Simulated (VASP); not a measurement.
# BaTiO3 (P4mm) in VASP: further runs

Runs on BaTiO3. Level: PBE+U. Tasks: single point.

Everything below comes from runs of VASP 6.6.1. Logs are shortened: lines on timing, memory, paths and dates and some standing lists are left out, and cuts for length are marked.

## (1) The cell of the first run

Symmetry: P4mm, No. 99, tetragonal system. The conventional cell has a = 4.000 Å, b = 4.000 Å, c = 4.018 Å, α = 90.00°, β = 90.00°, γ = 90.00°. Ba (site symmetry 4mm) has 12 O at 2.79 to 2.88 Å and 8 Ti at 3.45 to 3.49 Å within 3.7 Å. Ti (site symmetry 4mm) has 6 O at 1.89 to 2.13 Å within 2.5 Å. O (site symmetry 4mm) has 2 Ti at 1.89 to 2.13 Å within 2.5 Å. Within 2.7 Å of O (site symmetry 2mm) lie 2 Ti at 2.00 Å.

## (2) Single point, PBE+U

File INCAR:

```
SYSTEM = BaTiO3
  ALGO = Normal
  EDIFF = 1E-6
  ENCUT = 520
  GGA = PE
  ISIF = 2
  ISMEAR = 0
  LASPH = .True.
  LCHARG = .False.
  LDAU = .True.
  LDAUJ = 0 0 0
  LDAUL = -1 2 -1
  LDAUPRINT = 1
  LDAUTYPE = 2
  LDAUU = 0 3 0
  LMAXMIX = 4
  LREAL = .False.
  LWAVE = .False.
  NBANDS = 28
  NELM = 150
  PREC = Accurate
  SIGMA = 0.01
```

File KPOINTS:

```
k-points
0
Gamma
  6 6 6
  0 0 0
```

File POSCAR:

```
BaTiO3
1.0
    3.9998000000      0.0000000000      0.0000000000
    0.0000000000      3.9998000000      0.0000000000
    0.0000000000      0.0000000000      4.0180000000
Ba Ti O
1 1 3
Direct
    0.0000000000      0.0000000000      0.0000000000
    0.5000000000      0.5000000000      0.4900000000
    0.5000000000      0.5000000000      0.0190000000
    0.5000000000      0.0000000000      0.5170000000
    0.0000000000      0.5000000000      0.5170000000
```

Potentials or basis: VASP PAW PBE potentials, release 64 (Ba_sv, Ti_sv, O).

Command:

```console
$ cat potpaw_PBE.64/Ba_sv/POTCAR potpaw_PBE.64/Ti_sv/POTCAR potpaw_PBE.64/O/POTCAR > POTCAR
$ mpirun -np 1 vasp_std > vasp.out
```

OUTCAR:

```text
SYSTEM = BaTiO3
   EDIFF = 1E-6
   ENCUT = 520
   GGA = PE
   ISIF = 2
   ISMEAR = 0
   LASPH = .True.
   LREAL = .False.
   NELM = 150
   PREC = Accurate

 ion  position               nearest neighbor table
   1  0.000  0.000  0.000-   4 2.79   5 2.79   5 2.79   4 2.79   3 2.83   3 2.83   3 2.83   3 2.83
                             4 2.88   5 2.88   5 2.88   4 2.88   2 3.45   2 3.45   2 3.45   2 3.45
   2  0.500  0.500  0.490-   3 1.89   4 2.00   5 2.00   4 2.00   5 2.00   3 2.13   1 3.45   1 3.45
                             1 3.45   1 3.45   1 3.49   1 3.49   1 3.49   1 3.49
   3  0.500  0.500  0.019-   2 1.89   2 2.13   1 2.83   1 2.83   1 2.83   1 2.83
   4  0.500  0.000  0.517-   2 2.00   2 2.00   1 2.79   1 2.79   1 2.88   1 2.88
   5  0.000  0.500  0.517-   2 2.00   2 2.00   1 2.79   1 2.79   1 2.88   1 2.88

  LATTYP: Found a simple tetragonal cell.
 ALAT       =     3.9998000000
 C/A-ratio  =     1.0045502275

  Lattice vectors:

 A1 = (   3.9998000000,   0.0000000000,   0.0000000000)
 A2 = (   0.0000000000,   3.9998000000,   0.0000000000)
 A3 = (   0.0000000000,   0.0000000000,   4.0180000000)

Analysis of symmetry for initial positions (statically):
=====================================================================
 Subroutine PRICEL returns:
 Original cell was already a primitive cell.

 Routine SETGRP: Setting up the symmetry group for a
 simple tetragonal supercell.

 Subroutine GETGRP returns: Found  8 space group operations
 (whereof  8 operations were pure point group operations)
 out of a pool of 16 trial point group operations.

The static configuration has the point symmetry C_4v.

Analysis of symmetry for dynamics (positions and initial velocities):
=====================================================================
 Subroutine PRICEL returns:
 Original cell was already a primitive cell.

 Routine SETGRP: Setting up the symmetry group for a
 simple tetragonal supercell.

 Subroutine GETGRP returns: Found  8 space group operations
 (whereof  8 operations were pure point group operations)
 out of a pool of 16 trial point group operations.

The dynamic configuration has the point symmetry C_4v.

 Subroutine INISYM returns: Found  8 space group operations
 (whereof  8 operations are pure point group operations),
 and found     1 'primitive' translations

----------------------------------------------------------------------------------------

                                     Primitive cell

  volume of cell :      64.2816

  direct lattice vectors                    reciprocal lattice vectors
     3.999800000  0.000000000  0.000000000     0.250012501  0.000000000  0.000000000
     0.000000000  3.999800000  0.000000000     0.000000000  0.250012501  0.000000000
     0.000000000  0.000000000  4.018000000     0.000000000  0.000000000  0.248880040

  length of vectors
     3.999800000  3.999800000  4.018000000     0.250012501  0.250012501  0.248880040

  position of ions in fractional coordinates (direct lattice)
     0.000000000  0.000000000  0.000000000
     0.500000000  0.500000000  0.490000000
     0.500000000  0.500000000  0.019000000
     0.500000000  0.000000000  0.517000000
     0.000000000  0.500000000  0.517000000

  ion indices of the primitive-cell ions
   primitive index   ion index
                 1           1
                 2           2
                 3           3
                 4           4
                 5           5

----------------------------------------------------------------------------------------

 KPOINTS: k-points

Automatic generation of k-mesh.
[... 51 lines left out ...]
   dimension x,y,z NGX =    30 NGY =   30 NGZ =   30
   dimension x,y,z NGXF=    60 NGYF=   60 NGZF=   60
   ions per type =               1   1   3
   NGX,Y,Z   is equivalent  to a cutoff of  12.47, 12.47, 12.41 a.u.
   NGXF,Y,Z  is equivalent  to a cutoff of  24.94, 24.94, 24.83 a.u.
 SYSTEM =  BaTiO3
   PREC   = accura    normal or accurate (medium, high low for compatibility)
   ISTART =      0    job   : 0-new  1-cont  2-samecut
   ICHARG =      2    charge: 1-file 2-atom 10-const
   ISPIN  =      1    spin polarized calculation?
   LNONCOLLINEAR =      F non collinear calculations
   LSORBIT =      F    spin-orbit coupling
   LASPH  =      T    aspherical Exc in radial PAW
   ENCUT  =  520.0 eV  38.22 Ry    6.18 a.u.   7.44  7.44  7.47*2*pi/ulx,y,z
   NELM   =    150;   NELMIN=  2; NELMDL= -5     # of ELM steps
   EDIFF  = 0.1E-05   stopping-criterion for ELM
   LREAL  =      F    real-space projection
   EDIFFG = 0.1E-04   stopping-criterion for IOM
   NSW    =      0    number of steps for IOM
   IBRION =     -1    ionic relax: 0-MD 1-quasi-New 2-CG
   NFREE  =      0    steps in history (QN), initial steepest desc. (CG)
   ISIF   =      2    stress and relaxation
   ISYM   =      2    0-nonsym 1-usesym 2-fastsym
   POTIM  = 0.5000    time-step for ionic-motion
   TEBEG  =    0.0;   TEEND  =   0.0 temperature during run
   PSTRESS=    0.0 pullay stress
   NELECT =      40.0000    total number of electrons
   NUPDOWN=      -1.0000    fix difference up-down
   EMIN   =  10.00;   EMAX   =-10.00  energy-range for DOS
   EFERMI =   0.00;   METHOD = LEGACY
   ISMEAR =     0;   SIGMA  =   0.01  broadening in eV -4-tet -1-fermi 0-gaus
   EFERMI_NEDOS =   21; number of points for ismear=-14 and -15
   IALGO  =     38    algorithm
   IMIX   =      4    mixing-type and parameters
     AMIX     =   0.40;   BMIX     =  1.00
     AMIX_MAG =   1.60;   BMIX_MAG =  1.00
  volume/ion in A,a.u.               =      12.86        86.76
  Fermi-wavevector in a.u.,A,eV,Ry     =   1.397653  2.641181 26.578078  1.953434
  Thomas-Fermi vector in A             =   2.520888
   LORBIT       =      0    0 simple, 1 ext, 2 COOP (PROOUT), +10 PAW based schemes
 LDA+U is selected, type is set to LDAUTYPE =  2
   angular momentum for each species LDAUL =    -1    2   -1
   U (eV)           for each species LDAUU =   0.0  3.0  0.0
   J (eV)           for each species LDAUJ =   0.0  0.0  0.0
   GGA     = PE    functional components
   LHFCALC =     F    Hartree Fock is set to
   AEXX    =    0.0000 exact exchange contribution
   IVDW    =     0    specifies the selected vdW correction
   LEPSILON=     F    determine dielectric tensor
   LRPA    =     F    only Hartree local field effects (RPA)
 non-spin polarized calculation
 Gauss-broadening in eV      SIGMA  =   0.01
  energy-cutoff  :      520.00
  volume of cell :       64.28
 maximum number of plane-waves:      1751
 NGX is ok and might be reduce to    30
   NGX = 15   NGY = 15   NGZ = 15

atom =   2  type =  2  l = 2

 onsite density matrix

spin component  1

  0.1071 -0.0000  0.0000 -0.0000 -0.0000
 -0.0000  0.1135 -0.0000  0.0000  0.0000
  0.0000 -0.0000  0.2455 -0.0000  0.0000
 -0.0000  0.0000 -0.0000  0.1135 -0.0000
 -0.0000  0.0000  0.0000 -0.0000  0.2374

spin component  2

  0.1071 -0.0000  0.0000 -0.0000 -0.0000
 -0.0000  0.1135 -0.0000  0.0000  0.0000
  0.0000 -0.0000  0.2455 -0.0000  0.0000
 -0.0000  0.0000 -0.0000  0.1135 -0.0000
 -0.0000  0.0000  0.0000 -0.0000  0.2374

 occupancies and eigenvectors

  o =  0.1071  v =  1.0000  0.0000  0.0000  0.0000  0.0000  0.0000  0.0000  0.0000  0.0000  0.0000      0.0000  0.0000  0.0000  0.0000  0.0000  0.0000  0.0000  0.0000  0.0000  0.0000
  o =  0.1071  v =  0.0000  0.0000  0.0000  0.0000  0.0000  1.0000  0.0000  0.0000  0.0000  0.0000      0.0000  0.0000  0.0000  0.0000  0.0000  0.0000  0.0000  0.0000  0.0000  0.0000
  o =  0.1135  v =  0.0000 -1.0000  0.0000 -0.0071 -0.0000  0.0000  0.0000  0.0000  0.0000  0.0000      0.0000  0.0000  0.0000  0.0000  0.0000  0.0000  0.0000  0.0000  0.0000  0.0000
  o =  0.1135  v =  0.0000  0.0000  0.0000  0.0000  0.0000  0.0000 -1.0000  0.0000 -0.0071 -0.0000      0.0000  0.0000  0.0000  0.0000  0.0000  0.0000  0.0000  0.0000  0.0000  0.0000
  o =  0.1135  v =  0.0000 -0.0071 -0.0000  1.0000 -0.0000  0.0000  0.0000  0.0000  0.0000  0.0000      0.0000  0.0000  0.0000  0.0000  0.0000  0.0000  0.0000  0.0000  0.0000  0.0000
  o =  0.1135  v =  0.0000  0.0000  0.0000  0.0000  0.0000  0.0000 -0.0071 -0.0000  1.0000 -0.0000      0.0000  0.0000  0.0000  0.0000  0.0000  0.0000  0.0000  0.0000  0.0000  0.0000
  o =  0.2374  v =  0.0000  0.0000  0.0000  0.0000  0.0000  0.0000 -0.0000  0.0000  0.0000  1.0000      0.0000  0.0000  0.0000  0.0000  0.0000  0.0000  0.0000  0.0000  0.0000  0.0000
  o =  0.2374  v =  0.0000 -0.0000  0.0000  0.0000  1.0000  0.0000  0.0000  0.0000  0.0000  0.0000      0.0000  0.0000  0.0000  0.0000  0.0000  0.0000  0.0000  0.0000  0.0000  0.0000
  o =  0.2455  v =  0.0000  0.0000  0.0000  0.0000  0.0000  0.0000 -0.0000 -1.0000 -0.0000  0.0000      0.0000  0.0000  0.0000  0.0000  0.0000  0.0000  0.0000  0.0000  0.0000  0.0000
  o =  0.2455  v =  0.0000 -0.0000 -1.0000 -0.0000  0.0000  0.0000  0.0000  0.0000  0.0000  0.0000      0.0000  0.0000  0.0000  0.0000  0.0000  0.0000  0.0000  0.0000  0.0000  0.0000

 number of electron      39.9999977 magnetization

 Free energy of the ion-electron system (eV)
  ---------------------------------------------------
  ext. energy  EPLUGINS =         0.00000000
  ---------------------------------------------------
  free energy    TOTEN  =       -37.93114495 eV

  energy without entropy =      -37.93114495  energy(sigma->0) =      -37.93114495

 E-fermi :   4.0996     XC(G=0): -11.2479

 val. band max:        3.9507669286   @ k =   0.5000   0.5000   0.5000
 cond. band min:       6.0725083595   @ k =   0.0000   0.0000   0.0000
 fundamental gap:      2.1217414309
 Fermi energy:         4.0995599287

 k-point     1 :       0.0000    0.0000    0.0000
  band No.  band energies     occupation
      1     -53.4675      2.00000
      2     -29.6691      2.00000
      3     -29.6416      2.00000
      4     -29.6416      2.00000
      5     -20.9137      2.00000
      6     -13.0164      2.00000
[... 733 lines left out ...]
     27      12.0476      0.00000
     28      13.3757      0.00000

 [... further k-points ...]
[... 5 lines left out ...]
  --------------------------------------------------------------------------------------
  -------------------------------------------------------------------------------------
  Total        2.5097464      2.5097464      2.9862936      0.0000000      0.0000000      0.0000000
  in kB       62.5538351     62.5538351     74.4314702      0.0000000      0.0000000      0.0000000
  external PRESSURE =      66.5130468 kB  Pullay stress =       0.0000000 kB

 VOLUME and BASIS-vectors are now :
 -----------------------------------------------------------------------------
  energy-cutoff  :      520.00
  volume of cell :       64.28
      direct lattice vectors                 reciprocal lattice vectors
     3.999800000  0.000000000  0.000000000     0.250012501  0.000000000  0.000000000
     0.000000000  3.999800000  0.000000000     0.000000000  0.250012501  0.000000000
     0.000000000  0.000000000  4.018000000     0.000000000  0.000000000  0.248880040

 POSITION                                       TOTAL-FORCE (eV/Angst)
 -----------------------------------------------------------------------------------
      0.00000      0.00000      0.00000         0.000000     -0.000000      0.069699
      1.99990      1.99990      1.96882         0.000000      0.000000      0.322412
      1.99990      1.99990      0.07634         0.000000      0.000000     -0.134363
      1.99990      0.00000      2.07731         0.000000     -0.000000     -0.128874
      0.00000      1.99990      2.07731        -0.000000     -0.000000     -0.128874
 -----------------------------------------------------------------------------------
    total drift:                                0.000000      0.000000      0.000219

  FREE ENERGIE OF THE ION-ELECTRON SYSTEM (eV)
  ---------------------------------------------------
  free  energy   TOTEN  =       -37.9311449523 eV

  energy  without entropy=      -37.9311449523  energy(sigma->0) =      -37.93114495
```

Wall time 72 s (1 thread of Intel Xeon 6975P-C, shared host); peak memory 0.22 GiB.

What came out:

| Quantity | Value |
| --- | --- |
| Free energy | -37.9311 eV |
| Pressure | 6.7 GPa |
| Largest force | 0.322 eV/Å |
| Band gap on the k mesh | 2.12 eV, indirect (least direct gap 2.43 eV) |

Forces in eV/Å, atoms in the order of the input:
```
Ba   0.000  0.000  0.070
Ti   0.000  0.000  0.322
O    0.000  0.000 -0.134
O    0.000  0.000 -0.129
O    0.000  0.000 -0.129
```

Stress tensor (GPa, compression positive):
```
6.26 0.00 0.00
0.00 6.26 0.00
0.00 0.00 7.44
```

Eigenvalues of the final occupation matrices:
| site | spin | trace | eigenvalues |
| --- | --- | --- | --- |
| site 2 d | 1 | 0.82 | 0.11 0.11 0.11 0.24 0.25 |
| site 2 d | 2 | 0.82 | 0.11 0.11 0.11 0.24 0.25 |

Caveat: spin-orbit coupling is left out, which moves the levels of the heavy elements. A k mesh can miss the band edges.

## (3) Single point, PBE+U

File INCAR:

```
PREC = Accurate ; ENCUT = 520
EDIFF = 1E-6 ; ISMEAR = 0
SIGMA = 0.01 ; LREAL = False
LASPH = True ; NELM = 150
ALGO = Normal ; ISIF = 2
LWAVE = False ; LCHARG = True
LMAXMIX = 4 ; LDAU = True
LDAUTYPE = 2 ; LDAUL = -1 2 -1
LDAUU = 0 4.5 0 ; LDAUJ = 0 0 0
LDAUPRINT = 1 ; GGA = PE
LELF = True ; LVHAR = True
NBANDS = 28
```

File KPOINTS:

```
regular mesh
0
Gamma
  6 6 6
```

POSCAR is that of step 2.

Potentials or basis: VASP PAW PBE potentials, release 64 (Ba_sv, Ti_sv, O).

Command:

```console
$ cat potpaw_PBE.64/Ba_sv/POTCAR potpaw_PBE.64/Ti_sv/POTCAR potpaw_PBE.64/O/POTCAR > POTCAR
$ mpirun -np 1 vasp_std > vasp.out
```

It took 69 s on 1 thread of Intel Xeon 6975P-C, shared host; peak memory 0.22 GiB.

The run converged. Its results:

```
Free energy            : -36.9519 eV
Pressure               : 7.9 GPa
Largest force          : 0.544 eV/Å
Band gap on the k mesh : 2.31 eV, indirect (least direct gap 2.63 eV)
```

Forces in eV/Å, atoms in the order of the input:
```
Ba   0.000  0.000  0.067
Ti   0.000  0.000  0.544
O    0.000  0.000 -0.343
O    0.000  0.000 -0.134
O    0.000  0.000 -0.134
```

Stress tensor (GPa, compression positive):
```
7.44 0.00 0.00
0.00 7.44 0.00
0.00 0.00 8.76
```

Levels at points of the mesh, in eV from the valence-band top:
| k point | band 18 | band 19 | band 20 | band 21 | band 22 | band 23 |
| --- | --- | --- | --- | --- | --- | --- |
| (0.00, 0.00, 0.00) | -0.34 | -0.31 | -0.31 | 2.31 | 2.47 | 2.47 |
| (0.50, 0.00, 0.00) | -1.68 | -0.99 | -0.91 | 2.64 | 3.99 | 4.00 |
| (0.50, 0.50, 0.00) | -0.99 | -0.99 | -0.09 | 4.02 | 4.02 | 4.45 |
| (0.00, 0.00, 0.50) | -1.85 | -0.78 | -0.78 | 2.51 | 4.02 | 4.03 |
| (0.50, 0.00, 0.50) | -0.93 | -0.91 | -0.17 | 4.02 | 4.05 | 4.42 |
| (0.50, 0.50, 0.50) | -0.08 | -0.08 | 0.00 | 4.65 | 4.65 | 4.67 |

Eigenvalues of the final occupation matrices:
```
    site  spin  trace               eigenvalues
site 2 d     1   0.79  0.10 0.11 0.11 0.23 0.24
site 2 d     2   0.79  0.10 0.11 0.11 0.23 0.24
```

Caveat: spin-orbit coupling is left out, which moves the levels of the heavy elements.

## (4) Single point, PBE+U

File INCAR:

```
PREC = Accurate
ENCUT = 520
EDIFF = 1E-6
ISMEAR = 0
SIGMA = 0.01
LREAL = False
LASPH = True
NELM = 150
ALGO = Normal
ISIF = 2
LWAVE = False
LCHARG = False
LMAXMIX = 4
LDAU = True
LDAUTYPE = 2
LDAUL = -1 2 -1
LDAUU = 0 6 0
LDAUJ = 0 0 0
LDAUPRINT = 1
GGA = PE
NBANDS = 28
```

File KPOINTS:

```
Automatic mesh
0
Gamma
  6 6 6
```

POSCAR is that of step 3.

Command:

```console
$ cat potpaw_PBE.64/Ba_sv/POTCAR potpaw_PBE.64/Ti_sv/POTCAR potpaw_PBE.64/O/POTCAR > POTCAR
$ mpirun -np 1 vasp_std > vasp.out
```

Wall time 73 s (1 thread of Intel Xeon 6975P-C, shared host); peak memory 0.22 GiB.

Results (log left out):

* Free energy: -36.0039 eV
* Pressure: 9.1 GPa
* Largest force: 0.768 eV/Å
* Band gap on the k mesh: 2.52 eV, indirect (least direct gap 2.84 eV)

Forces in eV/Å, atoms in the order of the input:
```
Ba   0.000  0.000  0.064
Ti   0.000  0.000  0.768
O    0.000  0.000 -0.554
O    0.000  0.000 -0.139
O    0.000  0.000 -0.139
```

Stress tensor (GPa, compression positive):
```
 8.66  0.00  0.00
 0.00  8.66  0.00
 0.00  0.00 10.11
```

Levels at points of the mesh, in eV from the valence-band top:
```csv
k point,band 17,band 18,band 19,band 20,band 21,band 22,band 23,band 24
"(0.00, 0.00, 0.00)",-1.16,-0.35,-0.32,-0.32,2.52,2.66,2.66,4.05
"(0.50, 0.00, 0.00)",-1.70,-1.65,-1.00,-0.93,2.85,4.07,4.19,4.20
"(0.50, 0.50, 0.00)",-1.99,-0.99,-0.99,-0.09,4.22,4.22,4.66,4.66
"(0.00, 0.00, 0.50)",-1.81,-1.81,-0.81,-0.81,2.73,4.05,4.22,4.22
"(0.50, 0.00, 0.50)",-1.95,-0.93,-0.92,-0.17,4.22,4.25,4.62,4.81
"(0.50, 0.50, 0.50)",-2.28,-0.08,-0.08,0.00,4.85,4.85,4.88,6.43
```

Eigenvalues of the final occupation matrices:
```tsv
site	spin	trace	eigenvalues
site 2 d	1	0.76	0.09 0.10 0.10 0.23 0.24
site 2 d	2	0.76	0.09 0.10 0.10 0.23 0.24
```

Caveat: spin-orbit coupling is left out, which moves the levels of the heavy elements.

## (5) Summary

| U | gap on the mesh (eV) | pressure (GPa) | largest force (eV/Å) |
| --- | --- | --- | --- |
| Ti d U = 3.0 eV | 2.12 | 6.7 | 0.32 |
| Ti d U = 4.5 eV | 2.31 | 7.9 | 0.54 |
| Ti d U = 6.0 eV | 2.52 | 9.1 | 0.77 |

Alike in all rows: task single point; level PBE+U; potentials or basis VASP PAW PBE potentials, release 64 (Ba_sv, Ti_sv, O); no spin polarisation; cell as given; k mesh 6 × 6 × 6; cutoff (eV) 520; smearing gaussian 0.01 eV.

On the cell as given the gap runs from 2.12 eV (PBE+U) to 2.52 eV (PBE+U).

Caveats: spin-orbit coupling is left out, which moves the levels of the heavy elements.

Total energies depend on the potentials used, so only differences within one code and one set of settings carry meaning.
